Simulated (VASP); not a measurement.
## Sn4Se3: single point with PBE

Sn4Se3:

```
CELL_PARAMETERS angstrom
-3.61826 3.61826 3.61826
3.61826 -3.61826 3.61826
3.61826 3.61826 -3.61826
ATOMIC_POSITIONS crystal
Sn 0.59045 0.59045 0.59045
Sn 0.00000 0.00000 0.40955
Sn 0.00000 0.40955 0.00000
Sn 0.40955 0.00000 0.00000
Se 0.00000 0.50000 0.50000
Se 0.50000 0.00000 0.50000
Se 0.50000 0.50000 0.00000
```

The cell was built from a structure type or drawn by symmetry, and may not be a known phase.

- Program: VASP 6.6.1
- Task: single point
- Functional: PBE
- Potentials or basis: VASP PAW PBE potentials, release 64 (Sn_d, Se)
- Cutoff: 500 eV
- k mesh: 3 × 3 × 3
- Occupations: gaussian, width 0.2 eV
- Spin: no spin polarisation
- Dipole correction: no
- Further INCAR settings: ALGO = Normal; EDIFF = 1e-06; NBANDS = 46

| Quantity | Value |
| --- | --- |
| Pressure | 0.5 GPa |
| Largest force | 0.023 eV/Å |
| Band gap on the k mesh | zero (bands 37 and 38 overlap by 0.28 eV) |

Forces in eV/Å, atoms in the order of the input:
```
Sn   0.013  0.013  0.013
Sn  -0.013 -0.013  0.013
Sn  -0.013  0.013 -0.013
Sn   0.013 -0.013 -0.013
Se   0.000  0.000  0.000
Se   0.000  0.000  0.000
Se   0.000  0.000  0.000
```

Levels at points of the mesh, in eV from the Fermi level:
| k point | band 34 | band 35 | band 36 | band 37 | band 38 | band 39 | band 40 | band 41 |
| --- | --- | --- | --- | --- | --- | --- | --- | --- |
| (0.00, 0.00, 0.00) | -1.32 | -1.32 | -1.32 | 0.49 | 1.74 | 1.74 | 1.74 | 2.90 |

Run time: 29 s on 1 thread of AMD EPYC 9R45 96-Core Processor (Zen 5), on a shared host, peak memory 0.28 GiB.

Caveat: the k points lie up to 0.41 Å⁻¹ apart; semilocal functionals underestimate gaps, so a narrow gap can read as zero; spin-orbit coupling is left out, which moves the levels of the heavy elements.
